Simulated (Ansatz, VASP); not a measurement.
Zr: VASP beside Ansatz

Contents of POSCAR:

```
Zr
1.0
    3.2445832200      0.0000000000      0.0000000000
   -1.6222916100      2.8098914932      0.0000000000
    0.0000000000      0.0000000000      5.1573641137
Zr
2
Direct
    0.3333333333      0.6666666667      0.2500000000
    0.6666666667      0.3333333333      0.7500000000
```

File INCAR.step1:

```
ALGO     = Normal         # electronic algorithm
EDIFF    = 1E-4           # SCF threshold, eV
ENCUT    = 520            # plane-wave cutoff, eV
GGA      = PE             # functional
ISMEAR   = -1             # smearing method
LASPH    = T              # aspherical terms in the spheres
LCHARG   = F              # write CHGCAR
LREAL    = F              # projectors in reciprocal space
LWAVE    = T              # write WAVECAR
NBANDS   = 19             # bands
NELM     = 60             # most SCF steps
PREC     = Accurate       # precision mode
SIGMA    = 0.03           # smearing width, eV
```

File INCAR.step2:

```
ALGO     = Normal         # electronic algorithm
EDIFF    = 1E-6           # SCF threshold, eV
ENCUT    = 520            # plane-wave cutoff, eV
ISIF     = 2              # what is computed and relaxed
ISMEAR   = -1             # smearing method
ISTART   = 1            
LASPH    = T              # aspherical terms in the spheres
LCHARG   = F              # write CHGCAR
LMIXTAU  = T            
LREAL    = F              # projectors in reciprocal space
LWAVE    = F              # write WAVECAR
METAGGA  = R2SCAN         # meta-GGA
NBANDS   = 19             # bands
NELM     = 60             # most SCF steps
PREC     = Accurate       # precision mode
SIGMA    = 0.03           # smearing width, eV
```

File KPOINTS:

```
k-points
0
Gamma
  11 11 6
```

Input for Ansatz:

```yaml
crystal:
  lattice:
    - [3.24458322, 0.0, 0.0]
    - [-1.62229161, 2.8098914932, 0.0]
    - [0.0, 0.0, 5.1573641137]
  atoms:
    - { symbol: Zr, position: [0.3333333333, 0.6666666667, 0.25] }
    - { symbol: Zr, position: [0.6666666667, 0.3333333333, 0.75] }
hamiltonian:
  xc: r2scan
  pseudopotentials:
    kind: paw
    azcp:
      Zr: "pseudopotentials/Zr.paw.azcp"
basis:
  ecutwfc: 500
  fft_grid_basis: typed
kpoints:
  mp_grid: { grid: [11, 11, 6], shift: [0, 0, 0] }
magnetization:
  spin_polarized: false
scf:
  occupations: { method: fermi_dirac, width: 0.03 }
  lower_state_search: "off"
output:
  stress: true
```

Alike in both runs: task single point; functional r2SCAN; k mesh 11 × 11 × 6; occupations fermi-dirac, width 0.03 eV; no spin polarisation.

|  | VASP | Ansatz |
| --- | --- | --- |
| version | VASP 6.6.1 | Ansatz 0.2.0 |
| potentials or method | VASP PAW PBE potentials, release 64 (Zr_sv), cutoff 520 eV | plane waves (500 eV) with PAW, scalar-relativistic |
| valence electrons in the cell | 24 | 24 |

```csv
,VASP,Ansatz,Ansatz less VASP
pressure (GPa),-0.2,-0.2,0.00
"traceless stress, the component that is largest in VASP (GPa)",-0.15,-0.15,+0.002
```

VASP's potentials were made for PBE, not for r2SCAN.
